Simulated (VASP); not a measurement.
# Rb (P6_3/mmc) in VASP: further runs

Rb is run at these levels: PBE; tasks: single point.

Everything below comes from runs of VASP 6.6.1. Logs are shortened: lines on timing, memory, paths and dates and some standing lists are left out, and cuts for length are marked.

## Step 1: The cell of the first run

It takes space group P6_3/mmc (No. 194, hexagonal). Conventional cell: a = 3.786 Å, b = 3.786 Å, c = 6.255 Å, α = 90.00°, β = 90.00°, γ = 120.00°. Rb (site symmetry -6m2) has 12 Rb at 3.79 to 3.82 Å within 5.0 Å.

## Step 2: Single point, PBE

INCAR

```
SYSTEM = Rb
PREC = Accurate ; ENCUT = 520
EDIFF = 1E-7 ; ISMEAR = -1
SIGMA = 0.08 ; LREAL = .FALSE.
LASPH = .TRUE. ; NELM = 80
ALGO = Normal ; ISIF = 2
LWAVE = .FALSE. ; LCHARG = .FALSE.
GGA = PE ; NBANDS = 16
```

KPOINTS

```
regular mesh
0
G
  12 12 7
  0 0 0
```

POSCAR

```
Rb
1.0
    3.7857735332      0.0000000000      0.0000000000
   -1.8928867666      3.2785760527      0.0000000000
    0.0000000000      0.0000000000      6.2549164499
Rb
2
Direct
    0.3333333333      0.6666666667      0.2500000000
    0.6666666667      0.3333333333      0.7500000000
```

Potentials or basis: VASP PAW PBE potentials, release 64 (Rb_sv).

Launch:

```console
> cat potpaw_PBE.64/Rb_sv/POTCAR > POTCAR
> mpirun -np 1 vasp_std > vasp.out
```

OUTCAR:

```text
SYSTEM = Rb
   PREC = Accurate
   ENCUT = 520
   EDIFF = 1E-7
   ISMEAR = -1
   LREAL = .FALSE.
   LASPH = .TRUE.
   NELM = 80
   ISIF = 2
   GGA = PE

 ion  position               nearest neighbor table
   1  0.333  0.667  0.250-   2 3.82   2 3.82   2 3.82   2 3.82   2 3.82   2 3.82   2 5.37   2 5.37
                             2 5.37   2 5.37   2 5.37   2 5.37
   2  0.667  0.333  0.750-   1 3.82   1 3.82   1 3.82   1 3.82   1 3.82   1 3.82   1 5.37   1 5.37
                             1 5.37   1 5.37   1 5.37   1 5.37

  LATTYP: Found a hexagonal cell.
 ALAT       =     3.7857735332
 C/A-ratio  =     1.6522162235

  Lattice vectors:

 A1 = (   3.7857735332,   0.0000000000,   0.0000000000)
 A2 = (  -1.8928867666,   3.2785760527,   0.0000000000)
 A3 = (   0.0000000000,   0.0000000000,   6.2549164499)

Analysis of symmetry for initial positions (statically):
=====================================================================
 Subroutine PRICEL returns:
 Original cell was already a primitive cell.

 Routine SETGRP: Setting up the symmetry group for a
 hexagonal supercell.

 Subroutine GETGRP returns: Found 24 space group operations
 (whereof 12 operations were pure point group operations)
 out of a pool of 24 trial point group operations.

The static configuration has the point symmetry D_3d.
 The point group associated with its full space group is D_6h.

Analysis of symmetry for dynamics (positions and initial velocities):
=====================================================================
 Subroutine PRICEL returns:
 Original cell was already a primitive cell.

 Routine SETGRP: Setting up the symmetry group for a
 hexagonal supercell.

 Subroutine GETGRP returns: Found 24 space group operations
 (whereof 12 operations were pure point group operations)
 out of a pool of 24 trial point group operations.

The dynamic configuration has the point symmetry D_3d.
 The point group associated with its full space group is D_6h.

 Subroutine INISYM returns: Found 24 space group operations
 (whereof 12 operations are pure point group operations),
 and found     1 'primitive' translations

----------------------------------------------------------------------------------------

                                     Primitive cell

  volume of cell :      77.6357

  direct lattice vectors                    reciprocal lattice vectors
     3.785773533  0.000000000  0.000000000     0.264146809  0.152505232  0.000000000
    -1.892886767  3.278576053  0.000000000     0.000000000  0.305010463  0.000000000
     0.000000000  0.000000000  6.254916450     0.000000000  0.000000000  0.159874238

  length of vectors
     3.785773533  3.785773533  6.254916450     0.305010463  0.305010463  0.159874238

  position of ions in fractional coordinates (direct lattice)
     0.333333333  0.666666667  0.250000000
     0.666666667  0.333333333  0.750000000

  ion indices of the primitive-cell ions
   primitive index   ion index
                 1           1
                 2           2

----------------------------------------------------------------------------------------

 KPOINTS: regular mesh

Automatic generation of k-mesh.
 Grid dimensions read from file:
 generate k-points for:   12   12    7

 Generating k-lattice:

  Cartesian coordinates                     Fractional coordinates (reciprocal lattice)
     0.022012234  0.012708769  0.000000000     0.083333333 -0.000000000  0.000000000
     0.000000000  0.025417539  0.000000000     0.000000000  0.083333333  0.000000000
     0.000000000  0.000000000  0.022839177     0.000000000  0.000000000  0.142857143

  Length of vectors
     0.025417539  0.025417539  0.022839177

  Shift w.r.t. Gamma in fractional coordinates (k-lattice)
     0.000000000  0.000000000  0.000000000

 Subroutine IBZKPT returns following result:
 ===========================================

 Found     76 irreducible k-points:

 Following reciprocal coordinates:
            Coordinates               Weight
  0.000000  0.000000  0.000000      1.000000
  0.083333  0.000000  0.000000      6.000000
  0.166667  0.000000  0.000000      6.000000
  0.250000  0.000000  0.000000      6.000000
  0.333333  0.000000  0.000000      6.000000
  0.416667  0.000000  0.000000      6.000000
[... 16 lines left out ...]
  0.250000  0.000000  0.142857     12.000000
  0.333333  0.000000  0.142857     12.000000
 [... further k-points ...]
   k-points           NKPTS =     76   k-points in BZ     NKDIM =     76   number of bands    NBANDS=     16
   number of dos      NEDOS =    301   number of ions     NIONS =      2
   total plane-waves  NPLWV =  37632
   dimension x,y,z NGX =    28 NGY =   28 NGZ =   48
   dimension x,y,z NGXF=    56 NGYF=   56 NGZF=   96
   ions per type =               2
   NGX,Y,Z   is equivalent  to a cutoff of  12.30, 12.30, 12.76 a.u.
   NGXF,Y,Z  is equivalent  to a cutoff of  24.59, 24.59, 25.52 a.u.
 SYSTEM =  Rb
   PREC   = accura    normal or accurate (medium, high low for compatibility)
   ISTART =      0    job   : 0-new  1-cont  2-samecut
   ICHARG =      2    charge: 1-file 2-atom 10-const
   ISPIN  =      1    spin polarized calculation?
   LNONCOLLINEAR =      F non collinear calculations
   LSORBIT =      F    spin-orbit coupling
   LASPH  =      T    aspherical Exc in radial PAW
   ENCUT  =  520.0 eV  38.22 Ry    6.18 a.u.   7.04  7.04 11.63*2*pi/ulx,y,z
   NELM   =     80;   NELMIN=  2; NELMDL= -5     # of ELM steps
   EDIFF  = 0.1E-06   stopping-criterion for ELM
   LREAL  =      F    real-space projection
   EDIFFG = 0.1E-05   stopping-criterion for IOM
   NSW    =      0    number of steps for IOM
   IBRION =     -1    ionic relax: 0-MD 1-quasi-New 2-CG
   NFREE  =      0    steps in history (QN), initial steepest desc. (CG)
   ISIF   =      2    stress and relaxation
   ISYM   =      2    0-nonsym 1-usesym 2-fastsym
   POTIM  = 0.5000    time-step for ionic-motion
   TEBEG  =    0.0;   TEEND  =   0.0 temperature during run
   PSTRESS=    0.0 pullay stress
   NELECT =      18.0000    total number of electrons
   NUPDOWN=      -1.0000    fix difference up-down
   EMIN   =  10.00;   EMAX   =-10.00  energy-range for DOS
   EFERMI =   0.00;   METHOD = LEGACY
   ISMEAR =    -1;   SIGMA  =   0.08  broadening in eV -4-tet -1-fermi 0-gaus
   EFERMI_NEDOS =   21; number of points for ismear=-14 and -15
   IALGO  =     38    algorithm
   IMIX   =      4    mixing-type and parameters
     AMIX     =   0.40;   BMIX     =  1.00
     AMIX_MAG =   1.60;   BMIX_MAG =  1.00
  volume/ion in A,a.u.               =      38.82       261.96
  Fermi-wavevector in a.u.,A,eV,Ry     =   1.005723  1.900542 13.762013  1.011479
  Thomas-Fermi vector in A             =   2.138421
   LORBIT       =      0    0 simple, 1 ext, 2 COOP (PROOUT), +10 PAW based schemes
   GGA     = PE    functional components
[... 5 lines left out ...]
 non-spin polarized calculation
  energy-cutoff  :      520.00
  volume of cell :       77.64
 maximum number of plane-waves:      2107
   NGX = 15   NGY = 15   NGZ = 23

 number of electron      18.0000000 magnetization

 Free energy of the ion-electron system (eV)
  ---------------------------------------------------
  ext. energy  EPLUGINS =         0.00000000
  ---------------------------------------------------
  free energy    TOTEN  =        -0.09272363 eV

  energy without entropy =       -0.04974474  energy(sigma->0) =       -0.07123418

 E-fermi :   3.0435     XC(G=0):  -8.0438

 val. band max:        3.0248447880   @ k =   0.3333   0.1667   0.2857
 cond. band min:       3.0842221111   @ k =   0.3333   0.1667   0.4286
 fundamental gap:      0.0593773231
 Fermi energy:         3.0434526187

 k-point     1 :       0.0000    0.0000    0.0000
  band No.  band energies     occupation
      1     -26.1086      2.00000
      2     -25.9638      2.00000
      3     -10.8584      2.00000
      4      -9.7754      2.00000
      5      -9.7754      2.00000
      6      -9.6510      2.00000
[... 8 lines left out ...]
     15       7.7109      0.00000
     16       7.7109      0.00000

 k-point     2 :       0.0833    0.0000    0.0000
  band No.  band energies     occupation
      1     -26.0996      2.00000
      2     -25.9590      2.00000
      3     -10.8309      2.00000
      4      -9.8463      2.00000
      5      -9.7962      2.00000
      6      -9.7151      2.00000
[... 8 lines left out ...]
     15       7.4265      0.00000
     16       7.8717      0.00000

 k-point     3 :       0.1667    0.0000    0.0000
  band No.  band energies     occupation
      1     -26.0745      2.00000
      2     -25.9465      2.00000
      3     -10.7522      2.00000
      4     -10.0387      2.00000
      5      -9.9070      2.00000
      6      -9.8503      2.00000
[... 8 lines left out ...]
     15       7.5869      0.00000
     16       7.7004      0.00000

 k-point     4 :       0.2500    0.0000    0.0000
  band No.  band energies     occupation
      1     -26.0387      2.00000
      2     -25.9305      2.00000
      3     -10.6328      2.00000
      4     -10.2958      2.00000
      5     -10.1446      2.00000
      6      -9.9197      2.00000
[... 8 lines left out ...]
     15       7.4227      0.00000
     16       8.3049      0.00000
[... 324 lines left out ...]
 k-point    22 :       0.1667    0.0000    0.1429
  band No.  band energies     occupation
      1     -26.0683      2.00000
      2     -25.9530      2.00000
      3     -10.7128      2.00000
      4     -10.0280      2.00000
      5      -9.9431      2.00000
      6      -9.8418      2.00000
[... 8 lines left out ...]
     15       7.4452      0.00000
     16       7.9561      0.00000

 k-point    23 :       0.2500    0.0000    0.1429
  band No.  band energies     occupation
      1     -26.0334      2.00000
      2     -25.9359      2.00000
      3     -10.6211      2.00000
      4     -10.2717      2.00000
      5     -10.1673      2.00000
      6      -9.9097      2.00000
[... 8 lines left out ...]
     15       7.4487      0.00000
     16       8.3803      0.00000

 k-point    24 :       0.3333    0.0000    0.1429
  band No.  band energies     occupation
      1     -25.9961      2.00000
      2     -25.9209      2.00000
      3     -10.6153      2.00000
      4     -10.4410      2.00000
      5     -10.3338      2.00000
      6      -9.9742      2.00000
[... 8 lines left out ...]
     15       7.1556      0.00000
     16       9.0474      0.00000

 [... further k-points ...]
[... 5 lines left out ...]
  --------------------------------------------------------------------------------------
  -------------------------------------------------------------------------------------
  Total        4.8461695      4.8461695      4.8469206      0.0000000      0.0000000     -0.0000000
  in kB      100.0110010    100.0110010    100.0265020      0.0000000      0.0000000     -0.0000000
  external PRESSURE =     100.0161680 kB  Pullay stress =       0.0000000 kB

 VOLUME and BASIS-vectors are now :
 -----------------------------------------------------------------------------
  energy-cutoff  :      520.00
  volume of cell :       77.64
      direct lattice vectors                 reciprocal lattice vectors
     3.785773533  0.000000000  0.000000000     0.264146809  0.152505232  0.000000000
    -1.892886767  3.278576053  0.000000000     0.000000000  0.305010463  0.000000000
     0.000000000  0.000000000  6.254916450     0.000000000  0.000000000  0.159874238

 POSITION                                       TOTAL-FORCE (eV/Angst)
 -----------------------------------------------------------------------------------
     -0.00000      2.18572      1.56373        -0.000000      0.000000      0.000000
      1.89289      1.09286      4.69119         0.000000     -0.000000      0.000000
 -----------------------------------------------------------------------------------
    total drift:                               -0.000000      0.000000     -0.000000

  FREE ENERGIE OF THE ION-ELECTRON SYSTEM (eV)
  ---------------------------------------------------
  free  energy   TOTEN  =        -0.0927236257 eV

  energy  without entropy=       -0.0497447442  energy(sigma->0) =       -0.07123418
```

Run time: 1.9 min. Hardware: 1 thread of Intel Xeon Platinum 8259CL at 2.50GHz (Skylake/Cascade Lake), shared host; peak memory 0.22 GiB.

What came out:

```
Free energy            : -0.0927 eV
Pressure               : 10.0 GPa
Band gap on the k mesh : zero (band 9 reaches 4.00 eV, above the bottom of band 10 at 1.76 eV)
```

[end of part 1 of 2]
